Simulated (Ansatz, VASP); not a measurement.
## WS2: VASP beside Ansatz

```
W S
1.0
     1.57900    0.91164    6.16333
    -1.57900    0.91164    6.16333
     0.00000   -1.82327    6.16333
W S
1 2
Cartesian
  0.0000 0.0000 0.0000
  0.0000 0.0000 4.6170
  0.0000 0.0000 7.7473
```

Alike in both runs: task single point; functional PBEsol; k mesh 8 × 8 × 8; occupations fermi-dirac, width 0.05 eV; no spin polarisation.

|  | VASP | Ansatz |
| --- | --- | --- |
| version | VASP 6.6.1 | Ansatz 0.2.0 |
| potentials or method | VASP PAW PBE potentials, release 64 (W_sv, S) | plane waves, PAW |
| plane-wave cutoff (eV) | 520 | 420 |
| valence electrons in the cell | 26 | 26 |

```csv
,VASP,Ansatz,Ansatz less VASP
pressure (GPa),-0.5,-0.6,-0.12
"traceless stress, the component that is largest in VASP (GPa)",0.72,0.69,-0.027
rms of the force components (eV/Å),0.247,0.247,+0.0002
```

VASP's potentials were made for PBE, not for PBEsol. Atom by atom the forces differ by 0.010 eV/Å (rms over components).

Neither program's run includes spin-orbit coupling.
